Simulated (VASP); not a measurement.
Set up this calculation in VASP 6.6.1, as the native input.

| Quantity | Value |
| --- | --- |
| Task | single point |
| Functional | PBEsol |
| Potentials or basis | VASP PAW PBE potentials, release 64 (K_sv, Se, La) |
| Cutoff | 520 eV |
| k mesh | 4 × 4 × 2 |
| Occupations | fermi-dirac, width 0.03 eV |
| Spin | no spin polarisation |
| Dipole correction | no |
| Further INCAR settings | ALGO = Normal; EDIFF = 1e-06; NBANDS = 42 |

The structure of KLaSe2 lies in POSCAR:

```
KLaSe2
1.0
    4.3701097928      0.0000000000      0.0000000000
    0.0000000000      6.1593918482      0.0000000000
    0.0000000000      0.0000000000      9.2607221402
K Se La
2 4 2
Direct
    0.0000000000      0.0000000000      0.8900094672
    0.5000000000      0.5000000000      0.1099905328
    0.0000000000      0.5000000000      0.8348119423
    0.5000000000      0.0000000000      0.1651880577
    0.0000000000      0.5000000000      0.3990275263
    0.5000000000      0.0000000000      0.6009724737
    0.0000000000      0.0000000000      0.3724798958
    0.5000000000      0.5000000000      0.6275201042
```

These files were run (other wordings do the same):

INCAR

```
SYSTEM = KLaSe2
PREC = Accurate ; ENCUT = 520
EDIFF = 1E-6 ; ISMEAR = -1
SIGMA = 0.03 ; LREAL = .FALSE.
LASPH = .TRUE. ; NELM = 100
ALGO = Normal ; ISIF = 2
LWAVE = .FALSE. ; LCHARG = .TRUE.
GGA = PS ; LELF = .TRUE.
LVHAR = .TRUE. ; NBANDS = 42
```

KPOINTS

```
regular mesh
0
G
  4 4 2
  0 0 0
```

Potentials or basis: VASP PAW PBE potentials, release 64 (K_sv, Se, La).

Run with:

```bash
$ cat potpaw_PBE.64/K_sv/POTCAR potpaw_PBE.64/Se/POTCAR potpaw_PBE.64/La/POTCAR > POTCAR
$ mpirun -np 1 vasp_std > vasp.out
```

It gave:

| Item | Value |
| --- | --- |
| Pressure | 0.0 GPa |
| Largest force | 0.006 eV/Å |
| Band gap on the k mesh | 2.08 eV (least direct gap 2.25 eV) |

Caveat: the PAW data sets were made with another functional, which shifts forces and pressure a little; spin-orbit coupling is left out, which moves the levels of the heavy elements.

Wall time 6.9 min on 1 thread of Intel Xeon 8259CL, on a shared host, peak memory 0.47 GiB.
